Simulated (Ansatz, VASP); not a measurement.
## Be: VASP beside Ansatz

```
Be
1.0
    -1.11493    1.11493    5.80843
     1.11493   -1.11493    5.80843
     1.11493    1.11493   -5.80843
Be
3
Direct
  0.40963 0.40963 0.00000
  0.75000 0.25000 0.50000
  0.59037 0.59037 0.00000
```

Alike in both runs: functional PBE; k mesh 8 × 8 × 8; occupations gaussian, width 0.1 eV; no spin polarisation.

Ansatz relaxed the structure, and its values are those at the end. VASP's run is a single point on that final structure, the one shown.

```csv
,VASP,Ansatz
version,VASP 6.6.1,Ansatz 0.2.0
potentials or method,"VASP PAW PBE potentials, release 64 (Be), cutoff 520 eV","scalar-relativistic, plane waves, PAW"
valence electrons in the cell,6,6
```

VASP gave:

- gap on the k mesh at the Fermi level (eV): none
- pressure (GPa): 0.1
- rms of the force components (eV/Å): 0.003

Q: Which values does Ansatz return?

A: gap on the k mesh at the Fermi level (eV): none; pressure (GPa): 0.0; rms of the force components (eV/Å): 0.002.

A gap of «none» marks a metal or a gap that the smearing closes. The functional is the same, so the differences come from potentials, cutoffs and numerics.

The k mesh is coarse, so the values compare programs but aren't converged.
